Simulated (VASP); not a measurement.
# InAs (zincblende type) (F-43m) in VASP: a series of runs

InAs (zincblende type) is run at these levels: PBE; tasks: single point, relaxation of cell and atoms.

All numbers are computed with VASP 6.6.1; they aren't measurements. Logs are shortened: lines on timing, memory, paths and dates and some standing lists are left out, and cuts for length are marked.

**1. The cell of the first run**

It takes space group F-43m (No. 216, cubic). The conventional cell has a = 6.187 Å, b = 6.187 Å, c = 6.187 Å, α = 90.00°, β = 90.00°, γ = 90.00°. Within 3.5 Å of In (site symmetry -43m) lie 4 As at 2.68 Å. As (site symmetry -43m) has 4 In at 2.68 Å within 3.5 Å.

**2. Single point, PBE**

Input file INCAR:

```
PREC = Accurate
ENCUT = 500
EDIFF = 1E-6
ISMEAR = -1
SIGMA = 0.02
LREAL = F
LASPH = T
NELM = 120
ALGO = Normal
ISIF = 2
LWAVE = F
LCHARG = F
GGA = PE
NBANDS = 16
GGA_COMPAT = F
```

Input file KPOINTS:

```
regular mesh
0
Gamma
  9 9 9
```

Input file POSCAR:

```
InAs
1.0
    0.0000000000      3.0934757628      3.0934757628
    3.0934757628      0.0000000000      3.0934757628
    3.0934757628      3.0934757628      0.0000000000
In As
1 1
Direct
    0.0000000000      0.0000000000      0.0000000000
    0.2500000000      0.2500000000      0.2500000000
```

Potentials or basis: VASP PAW PBE potentials, release 64 (In_d, As).

Launch:

```sh
> cat potpaw_PBE.64/In_d/POTCAR potpaw_PBE.64/As/POTCAR > POTCAR
> mpirun -np 1 vasp_std > vasp.out
```

OUTCAR:

```text
PREC = Accurate
   ENCUT = 500
   EDIFF = 1E-6
   ISMEAR = -1
   LREAL = F
   LASPH = T
   NELM = 120
   ISIF = 2
   GGA = PE

 ion  position               nearest neighbor table
   1  0.000  0.000  0.000-   2 2.68   2 2.68   2 2.68   2 2.68
   2  0.250  0.250  0.250-   1 2.68   1 2.68   1 2.68   1 2.68

  LATTYP: Found a face centered cubic cell.
 ALAT       =     6.1869515256

  Lattice vectors:

 A1 = (   0.0000000000,   3.0934757628,   3.0934757628)
 A2 = (   3.0934757628,   0.0000000000,   3.0934757628)
 A3 = (   3.0934757628,   3.0934757628,   0.0000000000)

Analysis of symmetry for initial positions (statically):
=====================================================================
 Subroutine PRICEL returns:
 Original cell was already a primitive cell.

 Routine SETGRP: Setting up the symmetry group for a
 face centered cubic supercell.

 Subroutine GETGRP returns: Found 24 space group operations
 (whereof 24 operations were pure point group operations)
 out of a pool of 48 trial point group operations.

The static configuration has the point symmetry T_d .

Analysis of symmetry for dynamics (positions and initial velocities):
=====================================================================
 Subroutine PRICEL returns:
 Original cell was already a primitive cell.

 Routine SETGRP: Setting up the symmetry group for a
 face centered cubic supercell.

 Subroutine GETGRP returns: Found 24 space group operations
 (whereof 24 operations were pure point group operations)
 out of a pool of 48 trial point group operations.

The dynamic configuration has the point symmetry T_d .

 Subroutine INISYM returns: Found 24 space group operations
 (whereof 24 operations are pure point group operations),
 and found     1 'primitive' translations

----------------------------------------------------------------------------------------

                                     Primitive cell

  volume of cell :      59.2066

  direct lattice vectors                    reciprocal lattice vectors
     0.000000000  3.093475763  3.093475763    -0.161630489  0.161630489  0.161630489
     3.093475763  0.000000000  3.093475763     0.161630489 -0.161630489  0.161630489
     3.093475763  3.093475763  0.000000000     0.161630489  0.161630489 -0.161630489

  length of vectors
     4.374835379  4.374835379  4.374835379     0.279952219  0.279952219  0.279952219

  position of ions in fractional coordinates (direct lattice)
     0.000000000  0.000000000  0.000000000
     0.250000000  0.250000000  0.250000000

  ion indices of the primitive-cell ions
   primitive index   ion index
                 1           1
                 2           2

----------------------------------------------------------------------------------------

 KPOINTS: regular mesh

Automatic generation of k-mesh.
 Grid dimensions read from file:
 generate k-points for:    9    9    9

 Generating k-lattice:

  Cartesian coordinates                     Fractional coordinates (reciprocal lattice)
    -0.017958943  0.017958943  0.017958943     0.111111111  0.000000000  0.000000000
     0.017958943 -0.017958943  0.017958943     0.000000000  0.111111111  0.000000000
     0.017958943  0.017958943 -0.017958943     0.000000000  0.000000000  0.111111111

  Length of vectors
     0.031105802  0.031105802  0.031105802

  Shift w.r.t. Gamma in fractional coordinates (k-lattice)
     0.000000000  0.000000000  0.000000000

 Subroutine IBZKPT returns following result:
 ===========================================

 Found     35 irreducible k-points:

 Following reciprocal coordinates:
            Coordinates               Weight
  0.000000  0.000000  0.000000      1.000000
  0.111111  0.000000  0.000000      8.000000
  0.222222  0.000000  0.000000      8.000000
  0.333333  0.000000  0.000000      8.000000
  0.444444  0.000000  0.000000      8.000000
  0.111111  0.111111  0.000000      6.000000
[... 16 lines left out ...]
 -0.333333  0.333333  0.000000     12.000000
  0.444444  0.444444  0.000000      6.000000
 [... further k-points ...]
   k-points           NKPTS =     35   k-points in BZ     NKDIM =     35   number of bands    NBANDS=     16
   number of dos      NEDOS =    301   number of ions     NIONS =      2
   total plane-waves  NPLWV =  32768
   dimension x,y,z NGX =    32 NGY =   32 NGZ =   32
   dimension x,y,z NGXF=    64 NGYF=   64 NGZF=   64
   ions per type =               1   1
   NGX,Y,Z   is equivalent  to a cutoff of  12.16, 12.16, 12.16 a.u.
   NGXF,Y,Z  is equivalent  to a cutoff of  24.32, 24.32, 24.32 a.u.
 SYSTEM =  unknown system
   PREC   = accura    normal or accurate (medium, high low for compatibility)
   ISTART =      0    job   : 0-new  1-cont  2-samecut
   ICHARG =      2    charge: 1-file 2-atom 10-const
   ISPIN  =      1    spin polarized calculation?
   LNONCOLLINEAR =      F non collinear calculations
   LSORBIT =      F    spin-orbit coupling
   LASPH  =      T    aspherical Exc in radial PAW
   ENCUT  =  500.0 eV  36.75 Ry    6.06 a.u.   7.98  7.98  7.98*2*pi/ulx,y,z
   NELM   =    120;   NELMIN=  2; NELMDL= -5     # of ELM steps
   EDIFF  = 0.1E-05   stopping-criterion for ELM
   LREAL  =      F    real-space projection
   EDIFFG = 0.1E-04   stopping-criterion for IOM
   NSW    =      0    number of steps for IOM
   IBRION =     -1    ionic relax: 0-MD 1-quasi-New 2-CG
   NFREE  =      0    steps in history (QN), initial steepest desc. (CG)
   ISIF   =      2    stress and relaxation
   ISYM   =      2    0-nonsym 1-usesym 2-fastsym
   POTIM  = 0.5000    time-step for ionic-motion
   TEBEG  =    0.0;   TEEND  =   0.0 temperature during run
   PSTRESS=    0.0 pullay stress
   NELECT =      18.0000    total number of electrons
   NUPDOWN=      -1.0000    fix difference up-down
   EMIN   =  10.00;   EMAX   =-10.00  energy-range for DOS
   EFERMI =   0.00;   METHOD = LEGACY
   ISMEAR =    -1;   SIGMA  =   0.02  broadening in eV -4-tet -1-fermi 0-gaus
   EFERMI_NEDOS =   21; number of points for ismear=-14 and -15
   IALGO  =     38    algorithm
   IMIX   =      4    mixing-type and parameters
     AMIX     =   0.40;   BMIX     =  1.00
     AMIX_MAG =   1.60;   BMIX_MAG =  1.00
  volume/ion in A,a.u.               =      29.60       199.77
  Fermi-wavevector in a.u.,A,eV,Ry     =   1.100801  2.080213 16.487045  1.211764
  Thomas-Fermi vector in A             =   2.237218
   LORBIT       =      0    0 simple, 1 ext, 2 COOP (PROOUT), +10 PAW based schemes
   GGA     = PE    functional components
   LHFCALC =     F    Hartree Fock is set to
   AEXX    =    0.0000 exact exchange contribution
   IVDW    =     0    specifies the selected vdW correction
   LEPSILON=     F    determine dielectric tensor
   LRPA    =     F    only Hartree local field effects (RPA)
 non-spin polarized calculation
  energy-cutoff  :      500.00
  volume of cell :       59.21
 maximum number of plane-waves:      1516
   NGX = 15   NGY = 15   NGZ = 15

 number of electron      18.0000010 magnetization

 Free energy of the ion-electron system (eV)
  ---------------------------------------------------
  ext. energy  EPLUGINS =         0.00000000
  ---------------------------------------------------
  free energy    TOTEN  =        -7.71823667 eV

  energy without entropy =       -7.71812786  energy(sigma->0) =       -7.71818226

 E-fermi :   3.8534     XC(G=0):  -8.7953

 val. band max:        3.8392963867   @ k =   0.0000   0.0000   0.0000
 cond. band min:       4.6556296601   @ k =   0.1111   0.0000   0.0000
 fundamental gap:      0.8163332734
 Fermi energy:         3.8534310787

 k-point     1 :       0.0000    0.0000    0.0000
  band No.  band energies     occupation
      1     -10.4281      2.00000
      2     -10.4281      2.00000
      3     -10.4281      2.00000
      4     -10.3284      2.00000
      5     -10.3284      2.00000
      6      -7.6010      2.00000
[... 8 lines left out ...]
     15      13.3436      0.00000
     16      13.3436      0.00000

 k-point     2 :       0.1111    0.0000    0.0000
  band No.  band energies     occupation
      1     -10.4397      2.00000
      2     -10.4244      2.00000
      3     -10.4244      2.00000
      4     -10.3284      2.00000
      5     -10.3284      2.00000
      6      -7.4883      2.00000
[... 8 lines left out ...]
     15      12.6286      0.00000
     16      12.6286      0.00000

 k-point     3 :       0.2222    0.0000    0.0000
  band No.  band energies     occupation
      1     -10.4682      2.00000
      2     -10.4159      2.00000
      3     -10.4159      2.00000
      4     -10.3278      2.00000
      5     -10.3278      2.00000
      6      -7.1738      2.00000
[... 8 lines left out ...]
     15      12.2609      0.00000
     16      12.2609      0.00000

 k-point     4 :       0.3333    0.0000    0.0000
  band No.  band energies     occupation
      1     -10.4989      2.00000
      2     -10.4079      2.00000
      3     -10.4079      2.00000
      4     -10.3253      2.00000
      5     -10.3253      2.00000
      6      -6.7424      2.00000
[... 8 lines left out ...]
     15      12.7710      0.00000
     16      12.7710      0.00000
[... 324 lines left out ...]
 k-point    22 :      -0.4444    0.3333    0.0000
  band No.  band energies     occupation
      1     -10.5528      2.00000
      2     -10.3812      2.00000
      3     -10.3738      2.00000
      4     -10.3449      2.00000
      5     -10.3168      2.00000
      6      -5.9288      2.00000
[... 8 lines left out ...]
     15      14.1224      0.00000
     16      15.6881      0.00000

 k-point    23 :      -0.3333    0.3333    0.0000
  band No.  band energies     occupation
      1     -10.5426      2.00000
      2     -10.3893      2.00000
      3     -10.3800      2.00000
      4     -10.3366      2.00000
      5     -10.3227      2.00000
      6      -5.9731      2.00000
[... 8 lines left out ...]
     15      12.9030      0.00000
     16      16.1883      0.00000

 k-point    24 :       0.4444    0.4444    0.0000
  band No.  band energies     occupation
      1     -10.5660      2.00000
      2     -10.3667      2.00000
      3     -10.3667      2.00000
      4     -10.3558      2.00000
      5     -10.3109      2.00000
      6      -5.9463      2.00000
[... 8 lines left out ...]
     15      15.0650      0.00000
     16      15.7021      0.00000

 [... further k-points ...]

------------------------ aborting loop because EDIFF is reached ----------------------------------------

  FORCE on cell =-STRESS in cart. coord.  units (eV):
  Direction    XX          YY          ZZ          XY          YZ          ZX
  --------------------------------------------------------------------------------------
  -------------------------------------------------------------------------------------
  Total        0.0140626      0.0140626      0.0140626      0.0000000      0.0000000      0.0000000
  in kB        0.3805460      0.3805460      0.3805460      0.0000000      0.0000000      0.0000000
  external PRESSURE =       0.3805460 kB  Pullay stress =       0.0000000 kB

 VOLUME and BASIS-vectors are now :
 -----------------------------------------------------------------------------
  energy-cutoff  :      500.00
  volume of cell :       59.21
      direct lattice vectors                 reciprocal lattice vectors
     0.000000000  3.093475763  3.093475763    -0.161630489  0.161630489  0.161630489
     3.093475763  0.000000000  3.093475763     0.161630489 -0.161630489  0.161630489
     3.093475763  3.093475763  0.000000000     0.161630489  0.161630489 -0.161630489

 POSITION                                       TOTAL-FORCE (eV/Angst)
 -----------------------------------------------------------------------------------
      0.00000      0.00000      0.00000         0.000000      0.000000      0.000000
      1.54674      1.54674      1.54674        -0.000000     -0.000000     -0.000000
 -----------------------------------------------------------------------------------
    total drift:                               -0.000000     -0.000000      0.000000

  FREE ENERGIE OF THE ION-ELECTRON SYSTEM (eV)
  ---------------------------------------------------
  free  energy   TOTEN  =        -7.7182366686 eV

  energy  without entropy=       -7.7181278592  energy(sigma->0) =       -7.71818226
```

Run time: 32 s. Hardware: 1 thread of Intel Xeon Platinum 8488C (Sapphire Rapids), shared host; peak memory 0.18 GiB.

What came out:

- Free energy: -7.7182 eV
- Pressure: 0.0 GPa
- Band gap on the k mesh: zero (filled and empty bands touch)

Levels at points of the mesh, in eV from the Fermi level:
| k point | band 6 | band 7 | band 8 | band 9 | band 10 | band 11 | band 12 | band 13 |
| --- | --- | --- | --- | --- | --- | --- | --- | --- |
| (0.00, 0.00, 0.00) | -11.45 | -0.56 | -0.01 | -0.01 | -0.01 | 3.86 | 3.86 | 3.86 |

Caveat: spin-orbit coupling is left out, which moves the levels of the heavy elements.

(Part 1 of 2 ends here.)
